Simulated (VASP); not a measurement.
# NbCrC3 (P-6m2) in VASP: a series of runs

The runs below take NbCrC3 through single point, relaxation of cell and atoms, with PBE.

Program: VASP 6.6.1. These are calculated values, not measurements. Logs are shortened: lines on timing, memory, paths and dates and some standing lists are left out, and cuts for length are marked.

**1. The cell of the first run**

It takes space group P-6m2 (No. 187, hexagonal). Conventional cell: a = 3.682 Å, b = 3.682 Å, c = 4.236 Å, α = 90.00°, β = 90.00°, γ = 120.00°. Nb (site symmetry -6m2) has 5 C at 2.12 to 2.13 Å within 2.8 Å. Within 2.8 Å of Cr (site symmetry -6m2) lie 8 C at 2.12 to 2.13 Å. Within 2.8 Å of C (site symmetry -6m2) lie 2 Cr at 2.12 Å and 3 Nb at 2.13 Å. Within 2.8 Å of C (site symmetry -6m2) lie 2 Nb at 2.12 Å and 3 Cr at 2.13 Å and 3 C at 2.13 Å. Within 2.8 Å of C (site symmetry -6m2) lie 3 Cr at 2.13 Å and 3 C at 2.13 Å.

The cell was generated, and may not be a known phase.

**2. Single point, PBE**

INCAR reads:

```
PREC     = Accurate       # precision mode
ENCUT    = 520            # plane-wave cutoff, eV
EDIFF    = 1E-6           # SCF threshold, eV
ISMEAR   = 0              # smearing method
SIGMA    = 0.1            # smearing width, eV
LREAL    = F              # projectors in reciprocal space
LASPH    = T              # aspherical terms in the spheres
NELM     = 80             # most SCF steps
ALGO     = Normal         # electronic algorithm
ISIF     = 2              # what is computed and relaxed
LWAVE    = F              # write WAVECAR
LCHARG   = F              # write CHGCAR
GGA      = PE             # functional
NBANDS   = 26             # bands
```

KPOINTS reads:

```
regular mesh
0
Gamma
  12 12 10
```

POSCAR reads:

```
NbCrC3
1.0
    3.6821060724      0.0000000000      0.0000000000
   -1.8410530362      3.1887973982      0.0000000000
    0.0000000000      0.0000000000      4.2362502194
Nb Cr C
1 1 3
Direct
    0.3333333333      0.6666666667      0.5000000000
    0.0000000000      0.0000000000      0.0000000000
    0.0000000000      0.0000000000      0.5000000000
    0.3333333333      0.6666666667      0.0000000000
    0.6666666667      0.3333333333      0.0000000000
```

Potentials or basis: VASP PAW PBE potentials, release 64 (Nb_sv, Cr_pv, C).

Run with:

```
> cat potpaw_PBE.64/Nb_sv/POTCAR potpaw_PBE.64/Cr_pv/POTCAR potpaw_PBE.64/C/POTCAR > POTCAR
> mpirun -np 1 vasp_std > vasp.out
```

OUTCAR:

```text
PREC = Accurate
   ENCUT = 520
   EDIFF = 1E-6
   ISMEAR = 0
   LREAL = F
   LASPH = T
   NELM = 80
   ISIF = 2
   GGA = PE

 ion  position               nearest neighbor table
   1  0.333  0.667  0.500-   4 2.12   4 2.12   3 2.13   3 2.13   3 2.13   2 3.00   2 3.00   2 3.00
                             2 3.00   2 3.00   2 3.00
   2  0.000  0.000  0.000-   3 2.12   3 2.12   5 2.13   4 2.13   5 2.13   4 2.13   5 2.13   4 2.13
                             1 3.00   1 3.00   1 3.00   1 3.00   1 3.00   1 3.00
   3  0.000  0.000  0.500-   2 2.12   2 2.12   1 2.13   1 2.13   1 2.13
   4  0.333  0.667  0.000-   1 2.12   1 2.12   2 2.13   2 2.13   2 2.13
   5  0.667  0.333  0.000-   2 2.13   2 2.13   2 2.13

  LATTYP: Found a hexagonal cell.
 ALAT       =     3.6821060724
 C/A-ratio  =     1.1504965191

  Lattice vectors:

 A1 = (   3.6821060724,   0.0000000000,   0.0000000000)
 A2 = (  -1.8410530362,   3.1887973982,   0.0000000000)
 A3 = (   0.0000000000,   0.0000000000,   4.2362502194)

Analysis of symmetry for initial positions (statically):
=====================================================================
 Subroutine PRICEL returns:
 Original cell was already a primitive cell.

 Routine SETGRP: Setting up the symmetry group for a
 hexagonal supercell.

 Subroutine GETGRP returns: Found 12 space group operations
 (whereof 12 operations were pure point group operations)
 out of a pool of 24 trial point group operations.

The static configuration has the point symmetry D_3h.

Analysis of symmetry for dynamics (positions and initial velocities):
=====================================================================
 Subroutine PRICEL returns:
 Original cell was already a primitive cell.

 Routine SETGRP: Setting up the symmetry group for a
 hexagonal supercell.

 Subroutine GETGRP returns: Found 12 space group operations
 (whereof 12 operations were pure point group operations)
 out of a pool of 24 trial point group operations.

The dynamic configuration has the point symmetry D_3h.

 Subroutine INISYM returns: Found 12 space group operations
 (whereof 12 operations are pure point group operations),
 and found     1 'primitive' translations

----------------------------------------------------------------------------------------

                                     Primitive cell

[... 95 lines left out ...]
   NELM   =     80;   NELMIN=  2; NELMDL= -5     # of ELM steps
   EDIFF  = 0.1E-05   stopping-criterion for ELM
   LREAL  =      F    real-space projection
   EDIFFG = 0.1E-04   stopping-criterion for IOM
   NSW    =      0    number of steps for IOM
   IBRION =     -1    ionic relax: 0-MD 1-quasi-New 2-CG
   NFREE  =      0    steps in history (QN), initial steepest desc. (CG)
   ISIF   =      2    stress and relaxation
   ISYM   =      2    0-nonsym 1-usesym 2-fastsym
   POTIM  = 0.5000    time-step for ionic-motion
   TEBEG  =    0.0;   TEEND  =   0.0 temperature during run
   PSTRESS=    0.0 pullay stress
   NELECT =      37.0000    total number of electrons
   NUPDOWN=      -1.0000    fix difference up-down
   EMIN   =  10.00;   EMAX   =-10.00  energy-range for DOS
   EFERMI =   0.00;   METHOD = LEGACY
   ISMEAR =     0;   SIGMA  =   0.10  broadening in eV -4-tet -1-fermi 0-gaus
   EFERMI_NEDOS =   21; number of points for ismear=-14 and -15
   IALGO  =     38    algorithm
   IMIX   =      4    mixing-type and parameters
     AMIX     =   0.40;   BMIX     =  1.00
     AMIX_MAG =   1.60;   BMIX_MAG =  1.00
  volume/ion in A,a.u.               =       9.95        67.13
  Fermi-wavevector in a.u.,A,eV,Ry     =   1.483339  2.803105 29.936832  2.200295
  Thomas-Fermi vector in A             =   2.597013
   LORBIT       =      0    0 simple, 1 ext, 2 COOP (PROOUT), +10 PAW based schemes
   GGA     = PE    functional components
   LHFCALC =     F    Hartree Fock is set to
   AEXX    =    0.0000 exact exchange contribution
   IVDW    =     0    specifies the selected vdW correction
   LEPSILON=     F    determine dielectric tensor
   LRPA    =     F    only Hartree local field effects (RPA)
 non-spin polarized calculation
 Gauss-broadening in eV      SIGMA  =   0.10
  energy-cutoff  :      520.00
  volume of cell :       49.74
 maximum number of plane-waves:      1356
 NGX is ok and might be reduce to    28
   NGX = 13   NGY = 13   NGZ = 15

 number of electron      37.0000007 magnetization

 Free energy of the ion-electron system (eV)
  ---------------------------------------------------
  ext. energy  EPLUGINS =         0.00000000
  ---------------------------------------------------
  free energy    TOTEN  =       -42.85682631 eV

  energy without entropy =      -42.84078238  energy(sigma->0) =      -42.84880435

 E-fermi :  10.0540     XC(G=0): -12.7523

 val. band max:       10.0479847915   @ k =   0.1667   0.0000   0.3000
 cond. band min:      10.0616348371   @ k =   0.2500   0.0000   0.2000
 fundamental gap:      0.0136500456
 Fermi energy:        10.0540159349

 k-point     1 :       0.0000    0.0000    0.0000
  band No.  band energies     occupation
      1     -45.2624      2.00000
      2     -33.7359      2.00000
      3     -33.4064      2.00000
      4     -33.4064      2.00000
      5     -21.5332      2.00000
      6     -21.3078      2.00000
[... 685 lines left out ...]
     25      13.5118      0.00000
     26      14.5148      0.00000

 [... further k-points ...]

------------------------ aborting loop because EDIFF is reached ----------------------------------------

  FORCE on cell =-STRESS in cart. coord.  units (eV):
  Direction    XX          YY          ZZ          XY          YZ          ZX
  --------------------------------------------------------------------------------------
  -------------------------------------------------------------------------------------
  Total       -0.0425936     -0.0425936     -0.0297288      0.0000000     -0.0000000     -0.0000000
  in kB       -1.3719870     -1.3719870     -0.9575991      0.0000000     -0.0000000     -0.0000000
  external PRESSURE =      -1.2338577 kB  Pullay stress =       0.0000000 kB

 VOLUME and BASIS-vectors are now :
 -----------------------------------------------------------------------------
  energy-cutoff  :      520.00
  volume of cell :       49.74
      direct lattice vectors                 reciprocal lattice vectors
     3.682106072  0.000000000  0.000000000     0.271583702  0.156798924  0.000000000
    -1.841053036  3.188797398  0.000000000     0.000000000  0.313597847  0.000000000
     0.000000000  0.000000000  4.236250219     0.000000000  0.000000000  0.236057822

 POSITION                                       TOTAL-FORCE (eV/Angst)
 -----------------------------------------------------------------------------------
     -0.00000      2.12586      2.11813         0.000000     -0.000000      0.000000
      0.00000      0.00000      0.00000        -0.000000      0.000000      0.000000
      0.00000      0.00000      2.11813        -0.000000      0.000000      0.000000
     -0.00000      2.12586      0.00000        -0.000000      0.000000      0.000000
      1.84105      1.06293      0.00000        -0.000000      0.000000      0.000000
 -----------------------------------------------------------------------------------
    total drift:                                0.000000     -0.000000     -0.000000

  FREE ENERGIE OF THE ION-ELECTRON SYSTEM (eV)
  ---------------------------------------------------
  free  energy   TOTEN  =       -42.8568263136 eV

  energy  without entropy=      -42.8407823796  energy(sigma->0) =      -42.84880435
```

OSZICAR:

```text
N       E                     dE             d eps       ncg     rms          rms(c)
DAV:   1     0.386212238994E+03    0.38621E+03   -0.19597E+04  5928   0.150E+03
DAV:   2    -0.173038402601E+02   -0.40352E+03   -0.39062E+03  6468   0.504E+02
DAV:   3    -0.524062687992E+02   -0.35102E+02   -0.33609E+02  9952   0.125E+02
DAV:   4    -0.544942812101E+02   -0.20880E+01   -0.20778E+01  8626   0.265E+01
DAV:   5    -0.545569302301E+02   -0.62649E-01   -0.62595E-01  9204   0.426E+00    0.311E+01
DAV:   6    -0.683595375683E+02   -0.13803E+02   -0.31702E+02  7810   0.972E+01    0.587E+01
DAV:   7    -0.437821845727E+02    0.24577E+02   -0.96008E+01  7824   0.103E+02    0.106E+01
DAV:   8    -0.429267020155E+02    0.85548E+00   -0.14431E+01  8540   0.224E+01    0.525E+00
DAV:   9    -0.428960934800E+02    0.30609E-01   -0.77887E-01  7834   0.612E+00    0.355E+00
DAV:  10    -0.428931511211E+02    0.29424E-02   -0.68483E-01  8116   0.639E+00    0.246E+00
DAV:  11    -0.428600817113E+02    0.33069E-01   -0.13266E-01  8336   0.243E+00    0.108E+00
DAV:  12    -0.428572852427E+02    0.27965E-02   -0.13352E-02  9174   0.683E-01    0.697E-01
DAV:  13    -0.428573330370E+02   -0.47794E-04   -0.16044E-03  8686   0.275E-01    0.340E-01
DAV:  14    -0.428568156813E+02    0.51736E-03   -0.27863E-03  8128   0.347E-01    0.884E-02
DAV:  15    -0.428568350296E+02   -0.19348E-04   -0.94811E-05  7446   0.683E-02    0.603E-02
DAV:  16    -0.428568264362E+02    0.85933E-05   -0.45728E-05  9274   0.418E-02    0.122E-02
DAV:  17    -0.428568263136E+02    0.12264E-06   -0.17733E-06  4836   0.895E-03
   1 F= -.42856826E+02 E0= -.42848804E+02  d E =-.160439E-01
```

It took 84 s on 1 thread of AMD EPYC 9R45 (Zen 5), shared host; peak memory 0.25 GiB.

Results:

| Property | Result |
| --- | --- |
| Free energy | -42.8568 eV |
| Pressure | -0.1 GPa |
| Band gap on the k mesh | zero (an odd number of electrons rules out a gap without spin polarisation) |

Levels at points of the mesh, in eV from the Fermi level:
```csv
k point,band 15,band 16,band 17,band 18,band 19,band 20,band 21,band 22
"(0.00, 0.00, 0.00)",-4.40,-1.46,-1.46,0.30,0.52,1.17,1.17,1.74
"(0.50, 0.00, 0.00)",-2.80,-2.18,-1.93,-1.71,0.21,0.76,1.32,1.68
"(0.00, 0.00, 0.50)",-4.81,-4.28,-0.33,-0.15,-0.15,0.15,0.15,2.86
"(0.50, 0.00, 0.50)",-3.13,-3.10,-1.81,-0.61,0.33,0.92,1.84,2.18
```

Caveat: the run has no spin polarisation, though such a crystal can be magnetic. Spin polarisation is off, so any magnetic state and its effect on volume and gap are missing.

**3. Relaxation of cell and atoms, PBE**

This run uses another cell than the first one, of 9.99 Å³/atom.

INCAR reads:

```
PREC = Accurate
ENCUT = 600
EDIFF = 1E-7
ISMEAR = 0
SIGMA = 0.1
LREAL = F
LASPH = T
NELM = 100
ALGO = Normal
ISIF = 3
LWAVE = F
LCHARG = F
GGA = PE
IBRION = 2
NSW = 100
EDIFFG = -0.01
```

KPOINTS is that of step 2.

Changes to POSCAR since step 2:

```diff
@@ -2,5 +2,5 @@
 1.0
-    3.6821060724      0.0000000000      0.0000000000
-   -1.8410530362      3.1887973982      0.0000000000
-    0.0000000000      0.0000000000      4.2362502194
+    3.6969135112      0.0000000000      0.0000000000
+   -1.8484567556      3.2016210163      0.0000000000
+    0.0000000000      0.0000000000      4.2205271849
 Nb Cr C
```

Potentials or basis: VASP PAW PBE potentials, release 64 (Nb_sv, Cr_pv, C).

Run with:

```
> cat potpaw_PBE.64/Nb_sv/POTCAR potpaw_PBE.64/Cr_pv/POTCAR potpaw_PBE.64/C/POTCAR > POTCAR
> mpirun -np 1 vasp_std > vasp.out
```

Wall time 6.5 min (1 thread of AMD EPYC 9R45 (Zen 5), shared host); peak memory 0.28 GiB.

The run converged. Its results:

* Free energy: -42.8589 eV
* Relaxed volume: 9.94 Å³/atom
* Relaxed cell: a = 3.681 Å, b = 3.681 Å, c = 4.235 Å, α = 90.00°, β = 90.00°, γ = 120.00°
* Space group after relaxing (to 0.1 Å): P-6m2 (No. 187)
* Energy gained by relaxing: 0.6 meV/atom
* Ionic steps: 5
* Pressure after relaxing: 0.0 GPa
* Band gap on the k mesh: zero (an odd number of electrons rules out a gap without spin polarisation)

Step by step:
| step | energy change (eV) | largest force (eV/Å) | pressure (GPa) | volume (Å³) |
| --- | --- | --- | --- | --- |
| 1 | 0.0000 | 0.0000 | -1.31 | 49.95 |
| 2 | -0.0016 | 0.0000 | 1.63 | 49.36 |
| 3 | -0.0028 | 0.0000 | 0.46 | 49.60 |
| 4 | -0.0032 | 0.0000 | -0.13 | 49.71 |
| 5 | -0.0032 | 0.0000 | -0.01 | 49.69 |

Final structure:
```
Nb Cr C
1.0
     3.68061    0.00000    0.00000
    -1.84031    3.18750    0.00000
     0.00000    0.00000    4.23517
Nb Cr C
1 1 3
Cartesian
  0.0000 2.1250 2.1176
  0.0000 0.0000 4.2352
  0.0000 0.0000 2.1176
  0.0000 2.1250 4.2352
  1.8403 1.0625 4.2352
```

Levels at points of the mesh, in eV from the Fermi level:
| k point | band 16 | band 17 | band 18 | band 19 | band 20 | band 21 |
| --- | --- | --- | --- | --- | --- | --- |
| (0.00, 0.00, 0.00) | -1.46 | -1.46 | 0.30 | 0.52 | 1.17 | 1.17 |
| (0.50, 0.00, 0.00) | -2.18 | -1.93 | -1.71 | 0.21 | 0.77 | 1.32 |
| (0.00, 0.00, 0.50) | -4.28 | -0.33 | -0.15 | -0.15 | 0.15 | 0.15 |
| (0.50, 0.00, 0.50) | -3.11 | -1.82 | -0.61 | 0.33 | 0.92 | 1.85 |

Caveat: the run has no spin polarisation, though such a crystal can be magnetic.
